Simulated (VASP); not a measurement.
Here is a VASP 6.6.1 calculation.

File POSCAR:

```
Pd
1.0
    0.0000000000      1.9721147795      1.9721147795
    1.9721147795      0.0000000000      1.9721147795
    1.9721147795      1.9721147795      0.0000000000
Pd
1
Direct
    0.0000000000      0.0000000000      0.0000000000
```

INCAR.step1

```
  PREC = Accurate
  ENCUT = 470
  EDIFF = 1E-5
  ISMEAR = -1
  SIGMA = 0.05
  LREAL = False
  LASPH = True
  NELM = 120
  ALGO = Normal
  ISIF = 2
  LWAVE = True
  LCHARG = False
  NBANDS = 15
  GGA = PE
  GGA_COMPAT = False
```

Contents of INCAR.step2:

```
  PREC = Accurate
  ENCUT = 470
  EDIFF = 1E-6
  ISMEAR = -1
  SIGMA = 0.05
  LREAL = False
  LASPH = True
  NELM = 120
  ALGO = Normal
  ISIF = 2
  LWAVE = False
  LCHARG = False
  GGA = PE
  LHFCALC = True
  AEXX = 1.0
  ALDAC = 0.0
  AGGAC = 0.0
  PRECFOCK = Normal
  NBANDS = 15
  ISTART = 1
  GGA_COMPAT = False
```

The input KPOINTS:

```
regular mesh
0
Gamma
  6 6 6
```

Potentials or basis: VASP PAW PBE potentials, release 64 (Pd_sv_GW).

Launch:

```bash
$ cat potpaw_PBE.64/Pd_sv_GW/POTCAR > POTCAR
$ cp INCAR.step1 INCAR
$ mpirun -np 1 vasp_std > vasp.out
$ cp INCAR.step2 INCAR
$ mpirun -np 1 vasp_std > vasp.out
```

(1) Estimate the band gap on the k mesh.

(2) Predict the pressure.

## Answers

(1) zero (bands 9 and 10 overlap by 6.79 eV).

(2) 7.8 GPa.

Caveat: the k points lie up to 0.46 Å⁻¹ apart, too coarse for converged energies and pressures of a metal; the PAW data sets were made with another functional, which shifts forces and pressure a little.
